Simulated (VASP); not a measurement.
# Ir (P6_3/mmc) in VASP: settings compared, part 2 of 2

VASP 6.6.1.

## 3. Single point, HSE06

This run uses another cell than the first one, of 14.63 Å³/atom, 0.943 times its volume.

POSCAR

```
Ir
1.0
    2.7513778946      0.0000000000      0.0000000000
   -1.3756889473      2.3827631521      0.0000000000
    0.0000000000      0.0000000000      4.4622900000
Ir
2
Direct
    0.3333333333      0.6666666667      0.2500000000
    0.6666666667      0.3333333333      0.7500000000
```

INCAR.step1

```
SYSTEM = Ir
  ALGO = Normal
  EDIFF = 1E-5
  ENCUT = 520
  GGA = PE
  ISIF = 2
  ISMEAR = -1
  LASPH = .True.
  LCHARG = .False.
  LREAL = .False.
  LWAVE = .True.
  NBANDS = 16
  NELM = 80
  PREC = Accurate
  SIGMA = 0.05
```

INCAR.step2

```
SYSTEM = Ir
  ALGO = Normal
  EDIFF = 1E-7
  ENCUT = 520
  GGA = PE
  HFSCREEN = 0.2079
  ISIF = 2
  ISMEAR = -1
  ISTART = 1
  LASPH = .True.
  LCHARG = .False.
  LHFCALC = .True.
  LREAL = .False.
  LWAVE = .False.
  NBANDS = 16
  NELM = 80
  PREC = Accurate
  PRECFOCK = Normal
  SIGMA = 0.05
```

KPOINTS

```
k-points
0
Gamma
  6 6 3
  0 0 0
```

Potentials or basis: VASP PAW PBE potentials, release 64 (Ir).

Command:

```sh
> cat potpaw_PBE.64/Ir/POTCAR > POTCAR
> cp INCAR.step1 INCAR
> mpirun -np 1 vasp_std > vasp.out
> cp INCAR.step2 INCAR
> mpirun -np 1 vasp_std > vasp.out
```

Wall time 11 min (1 thread of Intel Xeon 6975P-C (Granite Rapids), shared host); peak memory 0.26 GiB.

Results (log left out):

```yaml
Free_energy: -20.0926 eV
Pressure: -12.4 GPa
Band_gap_on_the_k_mesh: zero (band 9 reaches 10.65 eV, above the bottom of band 10 at 6.86 eV)
```

Stress tensor (GPa, compression positive):
```
 -7.49   0.00   0.00
  0.00  -7.49   0.00
  0.00   0.00 -22.10
```

Levels at points of the mesh, in eV from the Fermi level:
```csv
k point,band 6,band 7,band 8,band 9,band 10,band 11,band 12,band 13,band 14,band 15
"(0.00, 0.00, 0.00)",-3.43,-3.43,-2.63,-2.63,-0.69,0.66,0.66,8.01,15.66,17.86
"(0.50, 0.00, 0.00)",-3.48,-3.17,0.97,1.28,1.40,3.45,5.10,9.31,11.24,12.40
```

Caveat: the k points lie up to 0.47 Å⁻¹ apart; the PAW data sets were made with another functional, which shifts forces and pressure a little; spin-orbit coupling is left out, which moves the levels of the heavy elements.

## 4. Single point, LDA

This run uses another cell than the first one, of 13.91 Å³/atom, 0.897 times its volume.

INCAR

```
ALGO     = Normal         # electronic algorithm
EDIFF    = 1E-7           # SCF threshold, eV
ENCUT    = 520            # plane-wave cutoff, eV
GGA      = CA             # functional
ISIF     = 2              # what is computed and relaxed
ISMEAR   = -1             # smearing method
LASPH    = True           # aspherical terms in the spheres
LCHARG   = False          # write CHGCAR
LREAL    = False          # projectors in reciprocal space
LWAVE    = False          # write WAVECAR
NBANDS   = 16             # bands
NELM     = 80             # most SCF steps
PREC     = Accurate       # precision mode
SIGMA    = 0.05           # smearing width, eV
```

KPOINTS

```
k-points
0
Gamma
  11 11 6
```

POSCAR

```
Ir
1.0
    2.7058918376      0.0000000000      0.0000000000
   -1.3529459188      2.3433710712      0.0000000000
    0.0000000000      0.0000000000      4.3864229126
Ir
2
Direct
    0.3333333333      0.6666666667      0.2500000000
    0.6666666667      0.3333333333      0.7500000000
```

Potentials or basis: VASP PAW LDA potentials, release 64 (Ir).

Command:

```sh
> cat potpaw_LDA.64/Ir/POTCAR > POTCAR
> mpirun -np 1 vasp_std > vasp.out
```

Run time: 36 s. Hardware: 1 thread of Intel Xeon 8259CL, shared host; peak memory 0.15 GiB.

The run converged. Its results:

- Free energy: -20.4778 eV
- Pressure: 2.6 GPa
- Band gap on the k mesh: zero (band 9 reaches 11.75 eV, above the bottom of band 10 at 8.40 eV)

Stress tensor (GPa, compression positive):
```
2.56 0.00 0.00
0.00 2.56 0.00
0.00 0.00 2.64
```

Levels at points of the mesh, in eV from the Fermi level:
```tsv
k point	band 5	band 6	band 7	band 8	band 9	band 10	band 11	band 12	band 13	band 14
(0.00, 0.00, 0.00)	-3.96	-3.28	-3.28	-2.46	-2.46	-0.81	0.29	0.29	7.27	14.26
(0.00, 0.00, 0.50)	-4.09	-4.09	-4.09	-4.09	-0.47	-0.47	-0.47	-0.47	13.69	13.69
```

Caveat: spin-orbit coupling is left out, which moves the levels of the heavy elements.

## 5. Single point, PBEsol

This run uses another cell than the first one, of 14.12 Å³/atom, 0.911 times its volume.

INCAR

```
ALGO = Normal ; EDIFF = 1E-6
ENCUT = 520 ; GGA = PS
ISIF = 2 ; ISMEAR = -1
LASPH = T ; LCHARG = T
LELF = T ; LREAL = F
LVHAR = T ; LWAVE = F
NBANDS = 16 ; NELM = 100
PREC = Accurate ; SIGMA = 0.05
```

KPOINTS is that of step 4.

POSCAR

```
Ir
1.0
    2.7196960313      0.0000000000      0.0000000000
   -1.3598480156      2.3553258536      0.0000000000
    0.0000000000      0.0000000000      4.4082150684
Ir
2
Direct
    0.3333333333      0.6666666667      0.2500000000
    0.6666666667      0.3333333333      0.7500000000
```

Potentials or basis: VASP PAW PBE potentials, release 64 (Ir).

Command:

```sh
> cat potpaw_PBE.64/Ir/POTCAR > POTCAR
> mpirun -np 1 vasp_std > vasp.out
```

It took 37 s on 1 thread of Intel Xeon 8259CL, shared host; peak memory 0.16 GiB.

Results (log left out):

```
Free energy            : -19.4688 eV
Pressure               : 1.0 GPa
Band gap on the k mesh : zero (band 9 reaches 11.38 eV, above the bottom of band 10 at 8.10 eV)
```

Levels at points of the mesh, in eV from the Fermi level:
```csv
k point,band 6,band 7,band 8,band 9,band 10,band 11,band 12,band 13
"(0.00, 0.00, 0.00)",-3.20,-3.20,-2.40,-2.40,-0.87,0.29,0.29,7.09
"(0.00, 0.00, 0.50)",-3.99,-3.99,-3.99,-0.46,-0.46,-0.46,-0.46,13.62
```

Caveat: the PAW data sets were made with another functional, which shifts forces and pressure a little; spin-orbit coupling is left out, which moves the levels of the heavy elements.

## 6. Relaxation of cell and atoms, LDA

This run uses another cell than the first one, of 14.63 Å³/atom, 0.943 times its volume.

INCAR

```
SYSTEM = Ir
ALGO = Normal
EDIFF = 1E-7
EDIFFG = -0.01
ENCUT = 600
GGA = CA
IBRION = 2
ISIF = 3
ISMEAR = -1
LASPH = .True.
LCHARG = .False.
LREAL = .False.
LWAVE = .False.
NELM = 60
NSW = 60
PREC = Accurate
SIGMA = 0.05
```

KPOINTS

```
k-points
0
Gamma
  11 11 6
  0 0 0
```

POSCAR

```
Ir
1.0
    2.7513778946      0.0000000000      0.0000000000
   -1.3756889473      2.3827631521      0.0000000000
    0.0000000000      0.0000000000      4.4622900000
Ir
2
Direct
    0.3333333333      0.6666666667      0.2500000000
    0.6666666667      0.3333333333      0.7500000000
```

Potentials or basis: VASP PAW LDA potentials, release 64 (Ir).

Command:

```sh
> cat potpaw_LDA.64/Ir/POTCAR > POTCAR
> mpirun -np 1 vasp_std > vasp.out
```

Run time: 2 min. Hardware: 1 thread of Intel Xeon 8259CL, shared host; peak memory 0.17 GiB.

Results (log left out):

```
Free energy                            : -20.4797 eV
Relaxed volume                         : 14.00 Å³/atom
Relaxed cell                           : a = 2.712 Å, b = 2.712 Å, c = 4.396 Å, α = 90.00°, β = 90.00°, γ = 120.00°
Space group after relaxing (to 0.05 Å) : P6_3/mmc (No. 194)
Energy gained by relaxing              : 32.2 meV/atom
Ionic steps                            : 5
Pressure after relaxing                : 0.0 GPa
Band gap on the k mesh                 : zero (band 9 reaches 11.62 eV, above the bottom of band 10 at 8.30 eV)
```

The path:
```tsv
step	energy change (eV)	largest force (eV/Å)	pressure (GPa)	volume (Å³)
1	0.0000	0.0000	-15.69	29.25
2	1.1502	0.0000	104.71	23.60
3	-0.0640	0.0000	-1.33	28.09
4	-0.0644	0.0000	-0.33	28.02
5	-0.0644	0.0000	0.00	28.00
```

Final structure:
```cif
data_structure
_symmetry_space_group_name_H-M 'P 1'
_symmetry_Int_Tables_number 1
_cell_length_a 2.7118
_cell_length_b 2.7118
_cell_length_c 4.3958
_cell_angle_alpha 90.000
_cell_angle_beta 90.000
_cell_angle_gamma 120.000
_cell_volume 28.00
loop_
_atom_site_label
_atom_site_type_symbol
_atom_site_fract_x
_atom_site_fract_y
_atom_site_fract_z
_atom_site_occupancy
Ir1 Ir 0.33333 0.66667 0.25000 1
Ir2 Ir 0.66667 0.33333 0.75000 1
```

Levels at points of the mesh, in eV from the Fermi level:
```
           k point  band 7  band 8  band 9  band 10  band 11  band 12
(0.00, 0.00, 0.00)   -3.25   -2.43   -2.43    -0.79     0.29     0.29
(0.00, 0.00, 0.50)   -4.05   -4.05   -0.47    -0.47    -0.47    -0.47
```

Caveat: spin-orbit coupling is left out, which moves the levels of the heavy elements.

## 7. Overview

| task | level | potentials or basis | cell | k mesh | cutoff (eV) | grid for exact exchange (PRECFOCK) | screening parameter | gap on the mesh (eV) | pressure (GPa) |
| --- | --- | --- | --- | --- | --- | --- | --- | --- | --- |
| single point | LDA | VASP PAW LDA potentials, release 64 (Ir) | a = 2.805, b = 2.805, c = 4.550 Å, angles 90.0, 90.0, 120.0°, 2 atoms | 11 × 11 × 6 | 520 | - | - | none | -31.4 |
| single point | HSE06 | VASP PAW PBE potentials, release 64 (Ir) | a = 2.751, b = 2.751, c = 4.462 Å, angles 90.0, 90.0, 120.0°, 2 atoms | 6 × 6 × 3 | 520 | Normal | 0.2079 1/Å | none | -12.4 |
| single point | LDA | VASP PAW LDA potentials, release 64 (Ir) | a = 2.706, b = 2.706, c = 4.386 Å, angles 90.0, 90.0, 120.0°, 2 atoms | 11 × 11 × 6 | 520 | - | - | none | 2.6 |
| single point | PBEsol | VASP PAW PBE potentials, release 64 (Ir) | a = 2.720, b = 2.720, c = 4.408 Å, angles 90.0, 90.0, 120.0°, 2 atoms | 11 × 11 × 6 | 520 | - | - | none | 1.0 |
| relaxation of cell and atoms | LDA | VASP PAW LDA potentials, release 64 (Ir) | relaxed from a = 2.751, b = 2.751, c = 4.462 Å, angles 90.0, 90.0, 120.0°, 2 atoms | 11 × 11 × 6 | 600 | - | - | none | 0.0 |

Alike in all rows: no spin polarisation; smearing fermi-dirac 0.05 eV.

Caveats: some runs use coarse meshes; spin-orbit coupling is left out, which moves the levels of the heavy elements; the PAW data sets were made with another functional, which shifts forces and pressure a little (some runs).

Total energies depend on the potentials used, so only differences within one code and one set of settings carry meaning.
